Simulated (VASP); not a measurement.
# NbCrCl (P4/nmm) in VASP: further runs, part 2 of 2

VASP 6.6.1. Earlier steps stand in the parts before.

**4. Single point, PBE, collinear spin, antiferromagnetic start**

This run uses another cell than the first one, of 19.02 Å³/atom.

Input file INCAR:

```
SYSTEM = NbCrCl
ALGO = Normal
EDIFF = 1E-6
ENCUT = 520
GGA = PE
ISIF = 2
ISMEAR = 0
ISPIN = 2
LASPH = .TRUE.
LCHARG = .FALSE.
LMAXMIX = 4
LORBIT = 11
LREAL = .FALSE.
LWAVE = .FALSE.
MAGMOM = 0 0 -3 3 0 0
NBANDS = 45
NELM = 150
PREC = Accurate
SIGMA = 0.1
```

Input file KPOINTS:

```
k-points
0
G
  4 4 2
  0 0 0
```

Input file POSCAR:

```
NbCrCl
1.0
    3.8951540000      0.0000000000      0.0000000000
    0.0000000000      3.8951540000      0.0000000000
    0.0000000000      0.0000000000      7.5221150000
Nb Cr Cl
2 2 2
Direct
    0.5000000000      0.0000000000      0.2308650000
    0.0000000000      0.5000000000      0.7691350000
    0.5000000000      0.5000000000      0.0000000000
    0.0000000000      0.0000000000      0.0000000000
    0.0000000000      0.5000000000      0.3545059900
    0.5000000000      0.0000000000      0.6454940100
```

Started as:

```
cat potpaw_PBE.64/Nb_sv/POTCAR potpaw_PBE.64/Cr_pv/POTCAR potpaw_PBE.64/Cl/POTCAR > POTCAR
mpirun -np 1 vasp_std > vasp.out
```

Wall time 7.3 min (1 thread of Intel Xeon 8259CL, shared host); peak memory 0.3 GiB.

The run converged. Its results:

```yaml
Free_energy: -41.1585 eV
Pressure: -8.7 GPa
Largest_force: 0.797 eV/Å
Band_gap_on_the_k_mesh: zero (filled and empty bands overlap)
Net_moment: 0.00 μB per cell
Site_moments: Nb +0.00; Cr -0.65, +0.65; Cl +0.00 μB
Valence_electrons_inside_the_program's_atomic_spheres: Nb 10.66; Cr 10.86; Cl 5.07
```

Forces in eV/Å, atoms in the order of the input:
```
Nb   0.000  0.000 -0.430
Nb   0.000  0.000  0.430
Cr   0.000  0.000  0.000
Cr   0.000  0.000  0.000
Cl   0.000  0.000  0.797
Cl   0.000  0.000 -0.797
```

Stress tensor (GPa, compression positive):
```
-12.49   0.00   0.00
  0.00 -12.49   0.00
  0.00   0.00  -1.14
```

Levels at points of the mesh, in eV from the Fermi level:
Spin up:
| k point | band 28 | band 29 | band 30 | band 31 | band 32 | band 33 | band 34 | band 35 | band 36 | band 37 |
| --- | --- | --- | --- | --- | --- | --- | --- | --- | --- | --- |
| (0.00, 0.00, 0.00) | -1.53 | -1.10 | -1.07 | -0.16 | -0.16 | 0.84 | 0.92 | 1.59 | 1.65 | 1.65 |
| (0.50, 0.00, 0.00) | -0.93 | -0.42 | -0.35 | -0.27 | -0.20 | -0.11 | 0.02 | 1.17 | 1.47 | 1.95 |
| (0.50, 0.50, 0.00) | -0.51 | -0.42 | -0.29 | -0.13 | 0.07 | 0.27 | 0.27 | 1.67 | 1.84 | 1.84 |
| (0.00, 0.00, 0.50) | -1.56 | -1.25 | -0.70 | -0.21 | -0.21 | 0.11 | 0.86 | 1.65 | 1.73 | 1.73 |
| (0.50, 0.00, 0.50) | -1.11 | -0.61 | -0.41 | -0.32 | -0.26 | -0.07 | 0.11 | 1.34 | 1.66 | 1.96 |
| (0.50, 0.50, 0.50) | -0.19 | -0.11 | 0.18 | 0.26 | 0.26 | 0.41 | 0.41 | 1.50 | 1.62 | 1.62 |
Spin down:
| k point | band 30 | band 31 | band 32 | band 33 | band 34 | band 35 |
| --- | --- | --- | --- | --- | --- | --- |
| (0.00, 0.00, 0.00) | -1.07 | -0.16 | -0.16 | 0.84 | 0.92 | 1.59 |
| (0.50, 0.00, 0.00) | -0.35 | -0.27 | -0.20 | -0.11 | 0.02 | 1.17 |
| (0.50, 0.50, 0.00) | -0.29 | -0.13 | 0.07 | 0.27 | 0.27 | 1.67 |
| (0.00, 0.00, 0.50) | -0.70 | -0.21 | -0.21 | 0.11 | 0.86 | 1.65 |
| (0.50, 0.00, 0.50) | -0.41 | -0.32 | -0.26 | -0.07 | 0.11 | 1.34 |
| (0.50, 0.50, 0.50) | 0.18 | 0.26 | 0.26 | 0.41 | 0.41 | 1.50 |

Caveat: the k points lie up to 0.42 Å⁻¹ apart.

**5. Single point, PBE, collinear spin, antiferromagnetic start**

Input file INCAR:

```
SYSTEM = NbCrCl
PREC     = Accurate       ! precision mode
ENCUT    = 520            ! plane-wave cutoff, eV
EDIFF    = 1E-7           ! SCF threshold, eV
ISMEAR   = 0              ! smearing method
SIGMA    = 0.1            ! smearing width, eV
LREAL    = .FALSE.        ! projectors in reciprocal space
LASPH    = .TRUE.         ! aspherical terms in the spheres
NELM     = 150            ! most SCF steps
ALGO     = Normal         ! electronic algorithm
ISIF     = 2              ! what is computed and relaxed
LWAVE    = .FALSE.        ! write WAVECAR
LCHARG   = .FALSE.        ! write CHGCAR
ISPIN    = 2              ! spin polarisation
MAGMOM   = 0 0 -3 3 0 0   ! initial moments
LORBIT   = 11             ! projections on sites
LMAXMIX  = 4              ! l up to which the mixer works
GGA      = PE             ! functional
NBANDS   = 45             ! bands
```

Input file KPOINTS:

```
Automatic mesh
0
G
  4 4 2
  0 0 0
```

Input file POSCAR:

```
NbCrCl
1.0
    3.2472894266      0.0000000000      0.0000000000
    0.0000000000      3.2472894266      0.0000000000
    0.0000000000      0.0000000000     10.9087065482
Nb Cr Cl
2 2 2
Direct
    0.5000000000      0.0000000000      0.1968825869
    0.0000000000      0.5000000000      0.8031174131
    0.5000000000      0.5000000000      0.0000000000
    0.0000000000      0.0000000000      0.0000000000
    0.0000000000      0.5000000000      0.3239284090
    0.5000000000      0.0000000000      0.6760715910
```

Started as:

```
cat potpaw_PBE.64/Nb_sv/POTCAR potpaw_PBE.64/Cr_pv/POTCAR potpaw_PBE.64/Cl/POTCAR > POTCAR
mpirun -np 1 vasp_std > vasp.out
```

It took 5.1 min on 1 thread of Intel Xeon 8259CL, shared host; peak memory 0.29 GiB.

It converged, with:

| Item | Value |
| --- | --- |
| Free energy | -43.9301 eV |
| Pressure | -0.2 GPa |
| Largest force | 0.022 eV/Å |
| Band gap on the k mesh | zero (filled and empty bands overlap) |
| Net moment | 0.00 μB per cell |
| Valence electrons inside the program's atomic spheres | Nb 10.61; Cr 11.17; Cl 5.11 |

Forces in eV/Å, atoms in the order of the input:
```
Nb   0.000  0.000 -0.022
Nb   0.000  0.000  0.022
Cr   0.000  0.000  0.000
Cr   0.000  0.000  0.000
Cl   0.000  0.000 -0.004
Cl   0.000  0.000  0.004
```

Levels at points of the mesh, in eV from the Fermi level:
Spin up:
```csv
k point,band 28,band 29,band 30,band 31,band 32,band 33,band 34,band 35,band 36,band 37
"(0.00, 0.00, 0.00)",-2.04,-1.79,-1.79,-0.84,0.24,0.48,0.95,0.95,1.67,1.76
"(0.50, 0.00, 0.00)",-1.74,-0.89,-0.89,-0.29,-0.29,-0.27,-0.27,1.08,1.08,1.50
"(0.50, 0.50, 0.00)",-1.21,-0.59,-0.59,0.12,0.12,1.15,1.15,1.78,1.78,2.00
"(0.00, 0.00, 0.50)",-1.89,-1.79,-1.79,-1.13,0.27,0.49,0.95,0.95,1.67,1.76
"(0.50, 0.00, 0.50)",-1.72,-0.89,-0.89,-0.29,-0.29,-0.28,-0.28,1.09,1.09,1.51
"(0.50, 0.50, 0.50)",-1.21,-0.52,-0.52,0.11,0.11,1.15,1.15,1.62,1.62,2.00
```
Spin down:
```
           k point  band 28  band 29  band 30  band 31  band 32  band 33  band 34  band 35  band 36  band 37
(0.00, 0.00, 0.00)    -2.04    -1.79    -1.79    -0.84     0.24     0.48     0.95     0.95     1.67     1.76
(0.50, 0.00, 0.00)    -1.74    -0.89    -0.89    -0.29    -0.29    -0.27    -0.27     1.08     1.08     1.50
(0.50, 0.50, 0.00)    -1.21    -0.59    -0.59     0.12     0.12     1.15     1.15     1.78     1.78     2.00
(0.00, 0.00, 0.50)    -1.89    -1.79    -1.79    -1.13     0.27     0.49     0.95     0.95     1.67     1.76
(0.50, 0.00, 0.50)    -1.72    -0.89    -0.89    -0.29    -0.29    -0.28    -0.28     1.09     1.09     1.51
(0.50, 0.50, 0.50)    -1.21    -0.52    -0.52     0.11     0.11     1.15     1.15     1.62     1.62     2.00
```

Caveat: the k points lie up to 0.48 Å⁻¹ apart, too coarse for converged energies and pressures of a metal; the moments typed at the start vanished in this run; this functional lacks dispersion, which binds layers or chains, so the pressure and a relaxed spacing across them are unreliable.

**6. Single point, PBE**

This run uses another cell than the first one, of 19.42 Å³/atom.

Input file INCAR:

```
  ALGO = Normal
  EDIFF = 1E-6
  ENCUT = 520
  GGA = PE
  ISIF = 2
  ISMEAR = 0
  LASPH = T
  LCHARG = F
  LREAL = F
  LWAVE = F
  NBANDS = 41
  NELM = 60
  PREC = Accurate
  SIGMA = 0.1
```

Input file KPOINTS:

```
k-points
0
Gamma
  12 12 4
```

Input file POSCAR:

```
NbCrCl
1.0
    3.2435385844      0.0000000000      0.0000000000
    0.0000000000      3.2435385844      0.0000000000
    0.0000000000      0.0000000000     11.0736152607
Nb Cr Cl
2 2 2
Direct
    0.5000000000      0.0000000000      0.1935172718
    0.0000000000      0.5000000000      0.8064827282
    0.5000000000      0.5000000000      0.0000000000
    0.0000000000      0.0000000000      0.0000000000
    0.0000000000      0.5000000000      0.3199850769
    0.5000000000      0.0000000000      0.6800149231
```

Potentials or basis: VASP PAW PBE potentials, release 64 (Nb_sv, Cr_pv, Cl).

Started as:

```
cat potpaw_PBE.64/Nb_sv/POTCAR potpaw_PBE.64/Cr_pv/POTCAR potpaw_PBE.64/Cl/POTCAR > POTCAR
mpirun -np 1 vasp_std > vasp.out
```

OUTCAR:

```text
EDIFF = 1E-6
   ENCUT = 520
   GGA = PE
   ISIF = 2
   ISMEAR = 0
   LASPH = T
   LREAL = F
   NELM = 60
   PREC = Accurate

 ion  position               nearest neighbor table
   1  0.500  0.000  0.194-   5 2.69   5 2.69   5 2.69   5 2.69   4 2.69   4 2.69   3 2.69   3 2.69

   2  0.000  0.500  0.806-   6 2.69   6 2.69   6 2.69   6 2.69   4 2.69   3 2.69   3 2.69   4 2.69

   3  0.500  0.500  0.000-   4 2.29   4 2.29   4 2.29   4 2.29   2 2.69   2 2.69   1 2.69   1 2.69
[... 1270 lines left out ...]
  -------------------------------------------------------------------------------------
  Total       -0.1550159     -0.1550159     -0.1278922      0.0000000      0.0000000      0.0000000
  in kB       -2.1318632     -2.1318632     -1.7588423      0.0000000      0.0000000      0.0000000
  external PRESSURE =      -2.0075229 kB  Pullay stress =       0.0000000 kB

 VOLUME and BASIS-vectors are now :
 -----------------------------------------------------------------------------
  energy-cutoff  :      520.00
  volume of cell :      116.50
      direct lattice vectors                 reciprocal lattice vectors
     3.243538584  0.000000000  0.000000000     0.308305258  0.000000000  0.000000000
     0.000000000  3.243538584  0.000000000     0.000000000  0.308305258  0.000000000
     0.000000000  0.000000000 11.073615261     0.000000000  0.000000000  0.090304745

 POSITION                                       TOTAL-FORCE (eV/Angst)
 -----------------------------------------------------------------------------------
      1.62177      0.00000      2.14294         0.000000      0.000000     -0.019209
      0.00000      1.62177      8.93068        -0.000000      0.000000      0.019209
      1.62177      1.62177      0.00000         0.000000     -0.000000      0.000000
      0.00000      0.00000      0.00000        -0.000000      0.000000      0.000000
      0.00000      1.62177      3.54339        -0.000000      0.000000      0.000126
      1.62177      0.00000      7.53022         0.000000      0.000000     -0.000126
 -----------------------------------------------------------------------------------
    total drift:                                0.000000     -0.000000      0.000000

  FREE ENERGIE OF THE ION-ELECTRON SYSTEM (eV)
  ---------------------------------------------------
  free  energy   TOTEN  =       -44.0851838034 eV

  energy  without entropy=      -44.0612776408  energy(sigma->0) =      -44.07323072
```

It took 8.4 min on 1 thread of Intel Xeon 8259CL, shared host; peak memory 0.45 GiB.

Results:

```
Free energy            : -44.0852 eV
Pressure               : -0.2 GPa
Largest force          : 0.019 eV/Å
Band gap on the k mesh : zero (bands 32 and 33 overlap by 0.64 eV)
```

Forces in eV/Å, atoms in the order of the input:
```
Nb   0.000  0.000 -0.019
Nb   0.000  0.000  0.019
Cr   0.000  0.000  0.000
Cr   0.000  0.000  0.000
Cl   0.000  0.000  0.000
Cl   0.000  0.000  0.000
```

Levels at points of the mesh, in eV from the Fermi level:
```tsv
k point	band 30	band 31	band 32	band 33	band 34	band 35
(0.00, 0.00, 0.00)	-1.71	-0.77	0.33	0.60	1.05	1.05
(0.50, 0.00, 0.00)	-0.79	-0.19	-0.19	-0.16	-0.16	1.19
(0.50, 0.50, 0.00)	-0.49	0.22	0.22	1.26	1.26	1.87
(0.00, 0.00, 0.50)	-1.71	-1.03	0.37	0.60	1.05	1.05
(0.50, 0.00, 0.50)	-0.79	-0.19	-0.19	-0.17	-0.17	1.20
(0.50, 0.50, 0.50)	-0.43	0.21	0.21	1.26	1.26	1.74
```

Caveat: this functional lacks dispersion, which binds layers or chains, so the pressure and a relaxed spacing across them are unreliable; the run has no spin polarisation, though such a crystal can be magnetic. With open d or f shells a metallic result of PBE can be an artefact of self-interaction; +U or a hybrid may open a gap.

**7. Summary**

```csv
task,spin,cell,k mesh,cutoff (eV),gap on the mesh (eV),pressure (GPa),largest force (eV/Å)
single point,off,"a = 3.241, b = 3.241, c = 10.935 Å, 6 atoms, atomic positions A",6 × 6 × 2,520,none,-0.2,0.02
relaxation of cell and atoms,off,"relaxed from a = 3.247, b = 3.247, c = 10.909 Å, 6 atoms, atomic positions B",6 × 6 × 2,600,none,0.0,0.01
single point,"collinear, antiferromagnetic start","a = 3.895, b = 3.895, c = 7.522 Å, 6 atoms, atomic positions C",4 × 4 × 2,520,none,-8.7,0.80
single point,off,"a = 3.244, b = 3.244, c = 11.074 Å, 6 atoms, atomic positions D",12 × 12 × 4,520,none,-0.2,0.02
```

Alike in all rows: level PBE; potentials or basis VASP PAW PBE potentials, release 64 (Nb_sv, Cr_pv, Cl); smearing gaussian 0.1 eV.

Caveats: some runs use coarse meshes; this functional lacks dispersion, which binds layers or chains, so the pressure and a relaxed spacing across them are unreliable (at least some runs).

Absolute energies hang on the potentials; compare differences alone.
